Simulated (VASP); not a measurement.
# CdPbCl4 (P4/mmm) in VASP: a series of runs

The runs below take CdPbCl4 through single point, relaxation of cell and atoms, with PBEsol.

Everything below comes from runs of VASP 6.6.1. Logs are shortened: lines on timing, memory, paths and dates and some standing lists are left out, and cuts for length are marked.

### 1 The cell of the first run

It takes space group P4/mmm (No. 123, tetragonal). Conventional cell: a = 4.700 Å, b = 4.700 Å, c = 6.791 Å, α = 90.00°, β = 90.00°, γ = 90.00°. Within 3.7 Å of Cd (site symmetry 4/mmm) lie 8 Cl at 2.84 Å. Pb (site symmetry 4/mmm) has 8 Cl at 2.96 Å within 3.9 Å. Within 3.7 Å of Cl (site symmetry 2mm) lie 2 Cd at 2.84 Å and 2 Pb at 2.96 Å and 6 Cl at 3.18 to 3.61 Å.

### 2 Single point, PBEsol

INCAR reads:

```
PREC = Accurate
ENCUT = 520
EDIFF = 1E-6
ISMEAR = -1
SIGMA = 0.03
LREAL = False
LASPH = True
NELM = 100
ALGO = Normal
ISIF = 2
LWAVE = False
LCHARG = False
GGA = PS
NBANDS = 36
```

KPOINTS reads:

```
regular mesh
0
Gamma
  4 4 4
```

POSCAR reads:

```
CdPbCl4
1.0
    4.7001466189      0.0000000000      0.0000000000
    0.0000000000      4.7001466189      0.0000000000
    0.0000000000      0.0000000000      6.7906587745
Cd Pb Cl
1 1 4
Direct
    0.0000000000      0.0000000000      0.0000000000
    0.5000000000      0.5000000000      0.5000000000
    0.5000000000      0.0000000000      0.7660644787
    0.0000000000      0.5000000000      0.2339355213
    0.5000000000      0.0000000000      0.2339355213
    0.0000000000      0.5000000000      0.7660644787
```

Potentials or basis: VASP PAW PBE potentials, release 64 (Cd, Pb_d, Cl).

Command:

```sh
> cat potpaw_PBE.64/Cd/POTCAR potpaw_PBE.64/Pb_d/POTCAR potpaw_PBE.64/Cl/POTCAR > POTCAR
> mpirun -np 1 vasp_std > vasp.out
```

OUTCAR:

```text
PREC = Accurate
   ENCUT = 520
   EDIFF = 1E-6
   ISMEAR = -1
   LREAL = False
   LASPH = True
   NELM = 100
   ISIF = 2
   GGA = PS

 ion  position               nearest neighbor table
   1  0.000  0.000  0.000-   3 2.84   4 2.84   5 2.84   6 2.84   4 2.84   6 2.84   3 2.84   5 2.84

   2  0.500  0.500  0.500-   3 2.96   4 2.96   5 2.96   6 2.96   3 2.96   5 2.96   4 2.96   6 2.96

   3  0.500  0.000  0.766-   1 2.84   1 2.84   2 2.96   2 2.96
   4  0.000  0.500  0.234-   1 2.84   1 2.84   2 2.96   2 2.96
   5  0.500  0.000  0.234-   1 2.84   1 2.84   2 2.96   2 2.96
   6  0.000  0.500  0.766-   1 2.84   1 2.84   2 2.96   2 2.96

  LATTYP: Found a simple tetragonal cell.
 ALAT       =     4.7001466189
 C/A-ratio  =     1.4447759453

  Lattice vectors:

 A1 = (   4.7001466189,   0.0000000000,   0.0000000000)
 A2 = (   0.0000000000,   4.7001466189,   0.0000000000)
 A3 = (   0.0000000000,   0.0000000000,   6.7906587745)

Analysis of symmetry for initial positions (statically):
=====================================================================
 Subroutine PRICEL returns:
 Original cell was already a primitive cell.

 Routine SETGRP: Setting up the symmetry group for a
 simple tetragonal supercell.

 Subroutine GETGRP returns: Found 16 space group operations
 (whereof 16 operations were pure point group operations)
 out of a pool of 16 trial point group operations.

The static configuration has the point symmetry D_4h.

Analysis of symmetry for dynamics (positions and initial velocities):
=====================================================================
 Subroutine PRICEL returns:
 Original cell was already a primitive cell.

 Routine SETGRP: Setting up the symmetry group for a
 simple tetragonal supercell.

 Subroutine GETGRP returns: Found 16 space group operations
 (whereof 16 operations were pure point group operations)
 out of a pool of 16 trial point group operations.

The dynamic configuration has the point symmetry D_4h.

 Subroutine INISYM returns: Found 16 space group operations
 (whereof 16 operations are pure point group operations),
 and found     1 'primitive' translations

----------------------------------------------------------------------------------------

                                     Primitive cell

  volume of cell :     150.0150

  direct lattice vectors                    reciprocal lattice vectors
     4.700146619  0.000000000  0.000000000     0.212759320  0.000000000  0.000000000
     0.000000000  4.700146619  0.000000000     0.000000000  0.212759320  0.000000000
     0.000000000  0.000000000  6.790658774     0.000000000  0.000000000  0.147261118

  length of vectors
     4.700146619  4.700146619  6.790658774     0.212759320  0.212759320  0.147261118

  position of ions in fractional coordinates (direct lattice)
     0.000000000  0.000000000  0.000000000
     0.500000000  0.500000000  0.500000000
     0.500000000  0.000000000  0.766064479
     0.000000000  0.500000000  0.233935521
     0.500000000  0.000000000  0.233935521
     0.000000000  0.500000000  0.766064479

  ion indices of the primitive-cell ions
   primitive index   ion index
                 1           1
                 2           2
                 3           3
                 4           4
                 5           5
                 6           6

----------------------------------------------------------------------------------------

 KPOINTS: regular mesh

Automatic generation of k-mesh.
 Grid dimensions read from file:
 generate k-points for:    4    4    4

 Generating k-lattice:

  Cartesian coordinates                     Fractional coordinates (reciprocal lattice)
     0.053189830  0.000000000  0.000000000     0.250000000  0.000000000  0.000000000
     0.000000000  0.053189830  0.000000000     0.000000000  0.250000000  0.000000000
     0.000000000  0.000000000  0.036815279     0.000000000  0.000000000  0.250000000

  Length of vectors
     0.053189830  0.053189830  0.036815279

  Shift w.r.t. Gamma in fractional coordinates (k-lattice)
     0.000000000  0.000000000  0.000000000

 Subroutine IBZKPT returns following result:
 ===========================================

 Found     18 irreducible k-points:

 Following reciprocal coordinates:
            Coordinates               Weight
  0.000000  0.000000  0.000000      1.000000
  0.250000  0.000000  0.000000      4.000000
  0.500000  0.000000  0.000000      2.000000
  0.250000  0.250000  0.000000      4.000000
  0.500000  0.250000  0.000000      4.000000
  0.500000  0.500000  0.000000      1.000000
[... 10 lines left out ...]
  0.500000  0.250000  0.500000      4.000000
  0.500000  0.500000  0.500000      1.000000
   k-points           NKPTS =     18   k-points in BZ     NKDIM =     18   number of bands    NBANDS=     36
   number of dos      NEDOS =    301   number of ions     NIONS =      6
   total plane-waves  NPLWV =  69984
   dimension x,y,z NGX =    36 NGY =   36 NGZ =   54
   dimension x,y,z NGXF=    72 NGYF=   72 NGZF=  108
   ions per type =               1   1   4
   NGX,Y,Z   is equivalent  to a cutoff of  12.73, 12.73, 13.22 a.u.
   NGXF,Y,Z  is equivalent  to a cutoff of  25.47, 25.47, 26.44 a.u.
 SYSTEM =  unknown system
   PREC   = accura    normal or accurate (medium, high low for compatibility)
   ISTART =      0    job   : 0-new  1-cont  2-samecut
   ICHARG =      2    charge: 1-file 2-atom 10-const
   ISPIN  =      1    spin polarized calculation?
   LNONCOLLINEAR =      F non collinear calculations
   LSORBIT =      F    spin-orbit coupling
   LASPH  =      T    aspherical Exc in radial PAW
   ENCUT  =  520.0 eV  38.22 Ry    6.18 a.u.   8.74  8.74 12.63*2*pi/ulx,y,z
   NELM   =    100;   NELMIN=  2; NELMDL= -5     # of ELM steps
   EDIFF  = 0.1E-05   stopping-criterion for ELM
   LREAL  =      F    real-space projection
   EDIFFG = 0.1E-04   stopping-criterion for IOM
   NSW    =      0    number of steps for IOM
   IBRION =     -1    ionic relax: 0-MD 1-quasi-New 2-CG
   NFREE  =      0    steps in history (QN), initial steepest desc. (CG)
   ISIF   =      2    stress and relaxation
   ISYM   =      2    0-nonsym 1-usesym 2-fastsym
   POTIM  = 0.5000    time-step for ionic-motion
   TEBEG  =    0.0;   TEEND  =   0.0 temperature during run
   PSTRESS=    0.0 pullay stress
   NELECT =      54.0000    total number of electrons
   NUPDOWN=      -1.0000    fix difference up-down
   EMIN   =  10.00;   EMAX   =-10.00  energy-range for DOS
   EFERMI =   0.00;   METHOD = LEGACY
   ISMEAR =    -1;   SIGMA  =   0.03  broadening in eV -4-tet -1-fermi 0-gaus
   EFERMI_NEDOS =   21; number of points for ismear=-14 and -15
   IALGO  =     38    algorithm
   IMIX   =      4    mixing-type and parameters
     AMIX     =   0.40;   BMIX     =  1.00
     AMIX_MAG =   1.60;   BMIX_MAG =  1.00
  volume/ion in A,a.u.               =      25.00       168.73
  Fermi-wavevector in a.u.,A,eV,Ry     =   1.164558  2.200696 18.452162  1.356196
  Thomas-Fermi vector in A             =   2.301095
   LORBIT       =      0    0 simple, 1 ext, 2 COOP (PROOUT), +10 PAW based schemes
   GGA     = PS    functional components
   LHFCALC =     F    Hartree Fock is set to
   AEXX    =    0.0000 exact exchange contribution
   IVDW    =     0    specifies the selected vdW correction
   LEPSILON=     F    determine dielectric tensor
   LRPA    =     F    only Hartree local field effects (RPA)
 non-spin polarized calculation
  energy-cutoff  :      520.00
  volume of cell :      150.02
 maximum number of plane-waves:      4073
 NGX is ok and might be reduce to    36
   NGX = 17   NGY = 17   NGZ = 25

 number of electron      53.9999994 magnetization

 Free energy of the ion-electron system (eV)
  ---------------------------------------------------
  ext. energy  EPLUGINS =         0.00000000
  ---------------------------------------------------
  free energy    TOTEN  =       -19.06128189 eV

  energy without entropy =      -19.06128189  energy(sigma->0) =      -19.06128189

 E-fermi :   2.5409     XC(G=0):  -9.2834

 val. band max:        1.8608915684   @ k =   0.5000   0.0000   0.5000
 cond. band min:       3.8238824657   @ k =   0.0000   0.0000   0.0000
 fundamental gap:      1.9629908973
 Fermi energy:         2.5409186023

 k-point     1 :       0.0000    0.0000    0.0000
  band No.  band energies     occupation
      1     -13.7118      2.00000
      2     -13.6071      2.00000
      3     -13.6071      2.00000
      4     -13.6021      2.00000
      5     -13.5881      2.00000
      6     -12.6768      2.00000
[... 28 lines left out ...]
     35      10.0719      0.00000
     36      10.4338      0.00000

 k-point     2 :       0.2500    0.0000    0.0000
  band No.  band energies     occupation
      1     -13.6903      2.00000
      2     -13.6572      2.00000
      3     -13.6066      2.00000
      4     -13.6042      2.00000
      5     -13.5856      2.00000
      6     -12.5103      2.00000
[... 28 lines left out ...]
     35       9.6111      0.00000
     36      10.9774      0.00000

 k-point     3 :       0.5000    0.0000    0.0000
  band No.  band energies     occupation
      1     -13.7028      2.00000
      2     -13.6702      2.00000
      3     -13.6064      2.00000
      4     -13.6062      2.00000
      5     -13.5830      2.00000
      6     -12.1135      2.00000
[... 28 lines left out ...]
     35      10.0447      0.00000
     36      10.2599      0.00000

 k-point     4 :       0.2500    0.2500    0.0000
  band No.  band energies     occupation
      1     -13.6637      2.00000
      2     -13.6599      2.00000
      3     -13.6527      2.00000
      4     -13.6066      2.00000
      5     -13.5832      2.00000
      6     -12.3785      2.00000
[... 28 lines left out ...]
     35      10.1558      0.00000
     36      11.2230      0.00000

 k-point     5 :       0.5000    0.2500    0.0000
  band No.  band energies     occupation
      1     -13.7020      2.00000
      2     -13.6554      2.00000
      3     -13.6379      2.00000
      4     -13.6089      2.00000
      5     -13.5808      2.00000
      6     -12.0722      2.00000
[... 421 lines left out ...]
 k-point    16 :       0.2500    0.2500    0.5000
  band No.  band energies     occupation
      1     -13.6683      2.00000
      2     -13.6600      2.00000
      3     -13.6575      2.00000
      4     -13.6066      2.00000
      5     -13.5828      2.00000
      6     -12.1006      2.00000
[... 28 lines left out ...]
     35      10.0395      0.00000
     36      10.2926      0.00000

 k-point    17 :       0.5000    0.2500    0.5000
  band No.  band energies     occupation
      1     -13.7131      2.00000
      2     -13.6608      2.00000
      3     -13.6355      2.00000
      4     -13.6089      2.00000
      5     -13.5805      2.00000
      6     -11.8409      2.00000
[... 28 lines left out ...]
     35      10.0727      0.00000
     36      10.5259      0.00000

 k-point    18 :       0.5000    0.5000    0.5000
  band No.  band energies     occupation
      1     -13.7105      2.00000
      2     -13.7105      2.00000
      3     -13.6113      2.00000
      4     -13.6053      2.00000
      5     -13.5784      2.00000
      6     -11.7820      2.00000
[... 28 lines left out ...]
     35      10.2911      0.00000
     36      11.4835      0.00000

------------------------ aborting loop because EDIFF is reached ----------------------------------------

  FORCE on cell =-STRESS in cart. coord.  units (eV):
  Direction    XX          YY          ZZ          XY          YZ          ZX
  --------------------------------------------------------------------------------------
  -------------------------------------------------------------------------------------
  Total        0.0508175      0.0508175      0.0463259      0.0000000      0.0000000      0.0000000
  in kB        0.5427362      0.5427362      0.4947663      0.0000000      0.0000000      0.0000000
  external PRESSURE =       0.5267463 kB  Pullay stress =       0.0000000 kB

 VOLUME and BASIS-vectors are now :
 -----------------------------------------------------------------------------
  energy-cutoff  :      520.00
  volume of cell :      150.02
      direct lattice vectors                 reciprocal lattice vectors
     4.700146619  0.000000000  0.000000000     0.212759320  0.000000000  0.000000000
     0.000000000  4.700146619  0.000000000     0.000000000  0.212759320  0.000000000
     0.000000000  0.000000000  6.790658774     0.000000000  0.000000000  0.147261118

 POSITION                                       TOTAL-FORCE (eV/Angst)
 -----------------------------------------------------------------------------------
      0.00000      0.00000      0.00000         0.000000     -0.000000      0.000000
      2.35007      2.35007      3.39533         0.000000     -0.000000      0.000000
      2.35007      0.00000      5.20208         0.000000      0.000000     -0.016963
      0.00000      2.35007      1.58858        -0.000000      0.000000      0.016963
      2.35007      0.00000      1.58858        -0.000000     -0.000000      0.016963
      0.00000      2.35007      5.20208         0.000000     -0.000000     -0.016963
 -----------------------------------------------------------------------------------
    total drift:                                0.000000      0.000000      0.000000

  FREE ENERGIE OF THE ION-ELECTRON SYSTEM (eV)
  ---------------------------------------------------
  free  energy   TOTEN  =       -19.0612818870 eV

  energy  without entropy=      -19.0612818870  energy(sigma->0) =      -19.06128189
```

Wall time 58 s (1 thread of Intel Xeon Platinum 8488C (Sapphire Rapids), shared host); peak memory 0.29 GiB.

Results:

```yaml
Free_energy: -19.0613 eV
Pressure: 0.1 GPa
Largest_force: 0.017 eV/Å
Band_gap_on_the_k_mesh: 1.96 eV (least direct gap 2.44 eV)
```

Forces in eV/Å, atoms in the order of the input:
```
Cd   0.000  0.000  0.000
Pb   0.000  0.000  0.000
Cl   0.000  0.000 -0.017
Cl   0.000  0.000  0.017
Cl   0.000  0.000  0.017
Cl   0.000  0.000 -0.017
```

Caveat: the PAW data sets were made with another functional, which shifts forces and pressure a little; spin-orbit coupling is left out, which moves the levels of the heavy elements.

### 3 Relaxation of cell and atoms, PBEsol

This run uses another cell than the first one, of 29.28 Å³/atom.

INCAR reads:

```
SYSTEM = CdPbCl4
PREC = Accurate
ENCUT = 600
EDIFF = 1E-6
ISMEAR = -1
SIGMA = 0.03
LREAL = .FALSE.
LASPH = .TRUE.
NELM = 60
ALGO = Normal
ISIF = 3
LWAVE = .FALSE.
LCHARG = .FALSE.
GGA = PS
IBRION = 2
NSW = 100
EDIFFG = -0.01
```

KPOINTS reads:

```
regular mesh
0
G
  4 4 4
  0 0 0
```

POSCAR reads:

```
CdPbCl4
1.0
    4.9608387700      0.0000000000      0.0000000000
    0.0000000000      4.9608387700      0.0000000000
    0.0000000000      0.0000000000      7.1391635100
Cd Pb Cl
1 1 4
Direct
    0.0000000000      0.0000000000      0.0000000000
    0.5000000000      0.5000000000      0.5000000000
    0.5000000000      0.0000000000      0.7327468500
    0.0000000000      0.5000000000      0.2672531500
    0.5000000000      0.0000000000      0.2672531500
    0.0000000000      0.5000000000      0.7327468500
```

Potentials or basis: VASP PAW PBE potentials, release 64 (Cd, Pb_d, Cl).

Command:

```sh
> cat potpaw_PBE.64/Cd/POTCAR potpaw_PBE.64/Pb_d/POTCAR potpaw_PBE.64/Cl/POTCAR > POTCAR
> mpirun -np 1 vasp_std > vasp.out
```

Run time: 8.6 min. Hardware: 1 thread of Intel Xeon Platinum 8488C (Sapphire Rapids), shared host; peak memory 0.39 GiB.

It converged, with:

```yaml
Free_energy: -19.0657 eV
Relaxed_volume: 25.04 Å³/atom
Relaxed_cell: a = 4.704 Å, b = 4.704 Å, c = 6.791 Å, α = 90.00°, β = 90.00°, γ = 90.00°
Space_group_after_relaxing_to_0.1_Å: P4/mmm (No. 123)
Energy_gained_by_relaxing: 151.4 meV/atom
Ionic_steps: 11
Pressure_after_relaxing: 0.0 GPa
Band_gap_on_the_k_mesh: 1.95 eV (least direct gap 2.43 eV)
```

Step by step:
```csv
step,energy change (eV),largest force (eV/Å),pressure (GPa),volume (Å³)
1,0.0000,0.9171,-4.08,175.69
2,-0.4844,1.0401,-0.94,157.40
3,-0.5667,1.0775,1.99,147.41
4,-0.8096,0.4992,1.74,146.22
5,-0.8587,0.0380,1.87,145.38
6,-0.8986,0.0246,-0.82,153.01
7,-0.9022,0.0276,-0.27,151.23
8,-0.9073,0.0368,-0.09,150.63
9,-0.9080,0.0408,0.00,150.34
10,-0.9084,0.0218,0.01,150.29
11,-0.9085,0.0001,0.02,150.24
```

Final structure:
```xyz
6
Lattice="4.7036 0.0000 0.0000 0.0000 4.7036 0.0000 0.0000 0.0000 6.7908" Properties=species:S:1:pos:R:3 pbc="T T T"
Cd    0.0000    0.0000    6.7908
Pb    2.3518    2.3518    3.3954
Cl    2.3518    4.7036    5.1995
Cl    0.0000    2.3518    1.5913
Cl    2.3518    0.0000    1.5913
Cl    4.7036    2.3518    5.1995
```

Levels at points of the mesh, in eV from the valence-band top:
```
           k point  band 24  band 25  band 26  band 27  band 28  band 29  band 30  band 31
(0.00, 0.00, 0.00)    -1.20    -0.49    -0.49    -0.48     1.95     3.69     3.95     3.95
(0.50, 0.00, 0.00)    -1.39    -0.76    -0.74    -0.58     3.30     4.46     4.60     5.41
(0.50, 0.50, 0.00)    -0.54    -0.41    -0.39    -0.36     2.75     4.09     4.09     6.13
(0.00, 0.00, 0.50)    -0.90    -0.72    -0.71    -0.71     2.19     3.33     4.69     4.69
(0.50, 0.00, 0.50)    -1.86    -1.59    -1.53     0.00     3.53     4.90     5.05     5.22
(0.50, 0.50, 0.50)    -0.53    -0.47    -0.37    -0.34     3.28     5.08     5.08     5.38
```

Caveat: the PAW data sets were made with another functional, which shifts forces and pressure a little; spin-orbit coupling is left out, which moves the levels of the heavy elements. A k mesh can miss the band edges.
